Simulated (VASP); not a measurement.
# YTlO2 (R-3m) in VASP: a series of runs

The runs below take YTlO2 through single point, with LDA.

Everything below comes from runs of VASP 6.6.1. Logs are shortened: lines on timing, memory, paths and dates and some standing lists are left out, and cuts for length are marked.

**1. The cell of the first run**

Symmetry: R-3m, No. 166, trigonal system. The conventional cell has a = 3.512 Å, b = 3.512 Å, c = 19.989 Å, α = 90.00°, β = 90.00°, γ = 120.00°. Y (site symmetry -3m) has 6 O at 2.33 Å within 3.1 Å. Within 4.0 Å of Tl (site symmetry -3m) lie 6 O at 2.98 Å and 6 Tl at 3.51 Å and 6 Y at 3.90 Å. Within 3.1 Å of O (site symmetry 3m) lie 3 Y at 2.33 Å and 3 Tl at 2.98 Å and 3 O at 3.07 Å.

**2. Single point, LDA (strain +0.0250 x Voigt [0, 0, 1, 0, 0, 0])**

The input, INCAR:

```
SYSTEM = YTlO2
ALGO = Normal
EDIFF = 1E-7
ENCUT = 520
GGA = CA
ISIF = 2
ISMEAR = 0
LASPH = .TRUE.
LCHARG = .TRUE.
LELF = .TRUE.
LREAL = .FALSE.
LVHAR = .TRUE.
LWAVE = .FALSE.
NBANDS = 26
NELM = 80
PREC = Accurate
SIGMA = 0.05
```

The input, KPOINTS:

```
k-points
0
G
  9 9 9
  0 0 0
```

The input, POSCAR:

```
YTlO2
1.0
    1.7562310296      1.0139604577      6.6630794191
   -1.7562310296      1.0139604577      6.6630794191
    0.0000000000     -2.0279209154      6.6630794191
Y Tl O
1 1 2
Direct
    0.5000000000      0.5000000000      0.5000000000
    0.0000000000      0.0000000000      0.0000000000
    0.7756830000      0.7756830000      0.7756830000
    0.2243170000      0.2243170000      0.2243170000
```

Potentials or basis: VASP PAW LDA potentials, release 64 (Y_sv, Tl_d, O).

Launch:

```sh
> cat potpaw_LDA.64/Y_sv/POTCAR potpaw_LDA.64/Tl_d/POTCAR potpaw_LDA.64/O/POTCAR > POTCAR
> mpirun -np 1 vasp_std > vasp.out
```

OUTCAR:

```text
SYSTEM = YTlO2
   EDIFF = 1E-7
   ENCUT = 520
   GGA = CA
   ISIF = 2
   ISMEAR = 0
   LASPH = .TRUE.
   LREAL = .FALSE.
   NELM = 80
   PREC = Accurate

 ion  position               nearest neighbor table
   1  0.500  0.500  0.500-   4 2.33   4 2.33   3 2.33   3 2.33   4 2.33   3 2.33   2 3.90   2 3.90
                             2 3.90   2 3.90   2 3.90   2 3.90
   2  0.000  0.000  0.000-   3 2.98   3 2.98   4 2.98   4 2.98   3 2.98   4 2.98   1 3.90   1 3.90
                             1 3.90   1 3.90   1 3.90   1 3.90
   3  0.776  0.776  0.776-   1 2.33   1 2.33   1 2.33   2 2.98   2 2.98   2 2.98
   4  0.224  0.224  0.224-   1 2.33   1 2.33   1 2.33   2 2.98   2 2.98   2 2.98

  LATTYP: Found a trigonal (rhomboedric) cell.
 ALAT       =     6.9648467739
 COS(alpha) =     0.8728342506

  Lattice vectors:

 A1 = (   1.7562310296,   1.0139604577,   6.6630794191)
 A2 = (  -1.7562310296,   1.0139604577,   6.6630794191)
 A3 = (   0.0000000000,  -2.0279209154,   6.6630794191)

Analysis of symmetry for initial positions (statically):
=====================================================================
 Subroutine PRICEL returns:
 Original cell was already a primitive cell.

 Routine SETGRP: Setting up the symmetry group for a
 trigonal (rhombohedral) supercell.

 Subroutine GETGRP returns: Found 12 space group operations
 (whereof 12 operations were pure point group operations)
 out of a pool of 12 trial point group operations.

The static configuration has the point symmetry D_3d.

Analysis of symmetry for dynamics (positions and initial velocities):
=====================================================================
 Subroutine PRICEL returns:
 Original cell was already a primitive cell.

 Routine SETGRP: Setting up the symmetry group for a
 trigonal (rhombohedral) supercell.

 Subroutine GETGRP returns: Found 12 space group operations
 (whereof 12 operations were pure point group operations)
 out of a pool of 12 trial point group operations.

The dynamic configuration has the point symmetry D_3d.

 Subroutine INISYM returns: Found 12 space group operations
 (whereof 12 operations are pure point group operations),
 and found     1 'primitive' translations

----------------------------------------------------------------------------------------

                                     Primitive cell

  volume of cell :      71.1916

  direct lattice vectors                    reciprocal lattice vectors
     1.756231030  1.013960458  6.663079419     0.284700584  0.164371959  0.050026919
    -1.756231030  1.013960458  6.663079419    -0.284700584  0.164371959  0.050026919
     0.000000000 -2.027920915  6.663079419     0.000000000 -0.328743918  0.050026919

  length of vectors
     6.964846774  6.964846774  6.964846774     0.332528579  0.332528579  0.332528579

  position of ions in fractional coordinates (direct lattice)
     0.500000000  0.500000000  0.500000000
     0.000000000  0.000000000  0.000000000
     0.775683000  0.775683000  0.775683000
     0.224317000  0.224317000  0.224317000

  ion indices of the primitive-cell ions
   primitive index   ion index
                 1           1
                 2           2
                 3           3
                 4           4

----------------------------------------------------------------------------------------

 KPOINTS: k-points

Automatic generation of k-mesh.
 Grid dimensions read from file:
 generate k-points for:    9    9    9

 Generating k-lattice:

  Cartesian coordinates                     Fractional coordinates (reciprocal lattice)
     0.031633398  0.018263551  0.005558547     0.111111111 -0.000000000 -0.000000000
    -0.031633398  0.018263551  0.005558547    -0.000000000  0.111111111 -0.000000000
     0.000000000 -0.036527102  0.005558547    -0.000000000 -0.000000000  0.111111111

  Length of vectors
     0.036947620  0.036947620  0.036947620

  Shift w.r.t. Gamma in fractional coordinates (k-lattice)
     0.000000000  0.000000000  0.000000000

 Subroutine IBZKPT returns following result:
 ===========================================

 Found     85 irreducible k-points:

 Following reciprocal coordinates:
            Coordinates               Weight
  0.000000  0.000000  0.000000      1.000000
  0.111111 -0.000000  0.000000      6.000000
  0.222222 -0.000000  0.000000      6.000000
  0.333333  0.000000 -0.000000      6.000000
  0.444444 -0.000000  0.000000      6.000000
  0.111111  0.111111  0.000000      6.000000
[... 16 lines left out ...]
 -0.333333  0.333333  0.000000      6.000000
  0.444444  0.444444  0.000000      6.000000
 [... further k-points ...]
   k-points           NKPTS =     85   k-points in BZ     NKDIM =     85   number of bands    NBANDS=     26
   number of dos      NEDOS =    301   number of ions     NIONS =      4
   total plane-waves  NPLWV = 157464
   dimension x,y,z NGX =    54 NGY =   54 NGZ =   54
   dimension x,y,z NGXF=   108 NGYF=  108 NGZF=  108
   ions per type =               1   1   2
   NGX,Y,Z   is equivalent  to a cutoff of  12.89, 12.89, 12.89 a.u.
   NGXF,Y,Z  is equivalent  to a cutoff of  25.78, 25.78, 25.78 a.u.
 SYSTEM =  YTlO2
   PREC   = accura    normal or accurate (medium, high low for compatibility)
   ISTART =      0    job   : 0-new  1-cont  2-samecut
   ICHARG =      2    charge: 1-file 2-atom 10-const
   ISPIN  =      1    spin polarized calculation?
   LNONCOLLINEAR =      F non collinear calculations
   LSORBIT =      F    spin-orbit coupling
   LASPH  =      T    aspherical Exc in radial PAW
   ENCUT  =  520.0 eV  38.22 Ry    6.18 a.u.  12.95 12.95 12.95*2*pi/ulx,y,z
   NELM   =     80;   NELMIN=  2; NELMDL= -5     # of ELM steps
   EDIFF  = 0.1E-06   stopping-criterion for ELM
   LREAL  =      F    real-space projection
   EDIFFG = 0.1E-05   stopping-criterion for IOM
   NSW    =      0    number of steps for IOM
   IBRION =     -1    ionic relax: 0-MD 1-quasi-New 2-CG
   NFREE  =      0    steps in history (QN), initial steepest desc. (CG)
   ISIF   =      2    stress and relaxation
   ISYM   =      2    0-nonsym 1-usesym 2-fastsym
   POTIM  = 0.5000    time-step for ionic-motion
   TEBEG  =    0.0;   TEEND  =   0.0 temperature during run
   PSTRESS=    0.0 pullay stress
   NELECT =      36.0000    total number of electrons
   NUPDOWN=      -1.0000    fix difference up-down
   EMIN   =  10.00;   EMAX   =-10.00  energy-range for DOS
   EFERMI =   0.00;   METHOD = LEGACY
   ISMEAR =     0;   SIGMA  =   0.05  broadening in eV -4-tet -1-fermi 0-gaus
   EFERMI_NEDOS =   21; number of points for ismear=-14 and -15
   IALGO  =     38    algorithm
   IMIX   =      4    mixing-type and parameters
     AMIX     =   0.40;   BMIX     =  1.00
     AMIX_MAG =   1.60;   BMIX_MAG =  1.00
  volume/ion in A,a.u.               =      17.80       120.11
  Fermi-wavevector in a.u.,A,eV,Ry     =   1.304266  2.464705 23.144989  1.701109
  Thomas-Fermi vector in A             =   2.435213
   LORBIT       =      0    0 simple, 1 ext, 2 COOP (PROOUT), +10 PAW based schemes
   GGA     = CA    functional components
   LHFCALC =     F    Hartree Fock is set to
   AEXX    =    0.0000 exact exchange contribution
   IVDW    =     0    specifies the selected vdW correction
   LEPSILON=     F    determine dielectric tensor
   LRPA    =     F    only Hartree local field effects (RPA)
 non-spin polarized calculation
 Gauss-broadening in eV      SIGMA  =   0.05
  energy-cutoff  :      520.00
  volume of cell :       71.19
 maximum number of plane-waves:      1957
 NGX is ok and might be reduce to    54
   NGX = 25   NGY = 25   NGZ = 25

 number of electron      36.0000001 magnetization

 Free energy of the ion-electron system (eV)
  ---------------------------------------------------
  ext. energy  EPLUGINS =         0.00000000
  ---------------------------------------------------
  free energy    TOTEN  =       -30.81450796 eV

  energy without entropy =      -30.81450796  energy(sigma->0) =      -30.81450796

 E-fermi :   3.1944     XC(G=0): -10.6855

 val. band max:        2.9244257541   @ k =   0.4444   0.4444   0.4444
 cond. band min:       4.4711621501   @ k =  -0.4444   0.4444   0.0000
 fundamental gap:      1.5467363960
 Fermi energy:         3.1944367759

 k-point     1 :       0.0000    0.0000    0.0000
  band No.  band energies     occupation
      1     -37.0479      2.00000
      2     -17.6282      2.00000
      3     -16.9127      2.00000
      4     -16.9127      2.00000
      5     -12.9353      2.00000
      6     -11.8334      2.00000
[... 18 lines left out ...]
     25      11.8926      0.00000
     26      12.9867      0.00000

 k-point     2 :       0.1111   -0.0000    0.0000
  band No.  band energies     occupation
      1     -37.0393      2.00000
      2     -17.5883      2.00000
      3     -17.0669      2.00000
      4     -16.9318      2.00000
      5     -12.7707      2.00000
      6     -11.9160      2.00000
[... 18 lines left out ...]
     25      11.8656      0.00000
     26      12.1270      0.00000

 k-point     3 :       0.2222   -0.0000    0.0000
  band No.  band energies     occupation
      1     -37.0173      2.00000
      2     -17.5094      2.00000
      3     -17.3856      2.00000
      4     -16.9797      2.00000
      5     -12.4540      2.00000
      6     -12.0688      2.00000
[... 18 lines left out ...]
     25      11.4994      0.00000
     26      12.2938      0.00000

 k-point     4 :       0.3333    0.0000   -0.0000
  band No.  band energies     occupation
      1     -36.9921      2.00000
      2     -17.7736      2.00000
      3     -17.3305      2.00000
      4     -17.0334      2.00000
      5     -12.5019      2.00000
      6     -11.8908      2.00000
[... 18 lines left out ...]
     25      11.1269      0.00000
     26      12.3850      0.00000
[... 496 lines left out ...]
      1     -36.9683      2.00000
      2     -17.8187      2.00000
      3     -17.3912      2.00000
      4     -17.2082      2.00000
      5     -12.3432      2.00000
      6     -11.8974      2.00000
[... 18 lines left out ...]
     25      11.7176      0.00000
     26      12.2670      0.00000

 k-point    23 :      -0.3333    0.3333    0.0000
  band No.  band energies     occupation
      1     -36.9639      2.00000
      2     -17.6416      2.00000
      3     -17.6415      2.00000
      4     -17.1976      2.00000
      5     -12.1024      2.00000
      6     -12.1022      2.00000
[... 18 lines left out ...]
     25      11.8637      0.00000
     26      11.8657      0.00000

 k-point    24 :       0.4444    0.4444    0.0000
  band No.  band energies     occupation
      1     -36.9755      2.00000
      2     -17.9724      2.00000
      3     -17.2389      2.00000
      4     -17.0679      2.00000
      5     -12.6670      2.00000
      6     -11.6619      2.00000
[... 18 lines left out ...]
     25      11.4887      0.00000
     26      12.4938      0.00000

 [... further k-points ...]

------------------------ aborting loop because EDIFF is reached ----------------------------------------

  FORCE on cell =-STRESS in cart. coord.  units (eV):
  Direction    XX          YY          ZZ          XY          YZ          ZX
  --------------------------------------------------------------------------------------
  -------------------------------------------------------------------------------------
  Total       -4.1318034     -4.1318034     -4.7919065      0.0000000      0.0000000      0.0000000
  in kB      -92.9868044    -92.9868044   -107.8425166      0.0000000      0.0000000      0.0000000
  external PRESSURE =     -97.9387084 kB  Pullay stress =       0.0000000 kB

 VOLUME and BASIS-vectors are now :
 -----------------------------------------------------------------------------
  energy-cutoff  :      520.00
  volume of cell :       71.19
      direct lattice vectors                 reciprocal lattice vectors
     1.756231030  1.013960458  6.663079419     0.284700584  0.164371959  0.050026919
    -1.756231030  1.013960458  6.663079419    -0.284700584  0.164371959  0.050026919
     0.000000000 -2.027920915  6.663079419     0.000000000 -0.328743918  0.050026919

 POSITION                                       TOTAL-FORCE (eV/Angst)
 -----------------------------------------------------------------------------------
      0.00000      0.00000      9.99462         0.000000      0.000000      0.000000
      0.00000      0.00000      0.00000         0.000000      0.000000      0.000000
      0.00000      0.00000     15.50531         0.000000      0.000000      0.518255
      0.00000      0.00000      4.48393         0.000000     -0.000000     -0.518255
 -----------------------------------------------------------------------------------
    total drift:                               -0.000000     -0.000000      0.000000

  FREE ENERGIE OF THE ION-ELECTRON SYSTEM (eV)
  ---------------------------------------------------
  free  energy   TOTEN  =       -30.8145079581 eV

  energy  without entropy=      -30.8145079581  energy(sigma->0) =      -30.81450796
```

Run time: 17 min. Hardware: 1 thread of Oxide Virtual Turin-like, shared host; peak memory 0.41 GiB.

What came out:

| Property | Result |
| --- | --- |
| Free energy | -30.8145 eV |
| Pressure | -9.8 GPa |
| Largest force | 0.518 eV/Å |
| Band gap on the k mesh | 1.55 eV (least direct gap 1.86 eV) |

Forces on the atoms (eV/Å):
```
Y    0.000  0.000  0.000
Tl   0.000  0.000  0.000
O    0.000  0.000  0.518
O    0.000  0.000 -0.518
```

Stress tensor (GPa, compression positive):
```
 -9.30   0.00   0.00
  0.00  -9.30   0.00
  0.00   0.00 -10.78
```

Caveat: the cell differs from its parent crystal (strain +0.0250 x Voigt [0, 0, 1, 0, 0, 0]); the cell stands under tension; spin-orbit coupling is left out, which moves the levels of the heavy elements. A k mesh can miss the band edges.

(Part 1 of 2 ends here.)
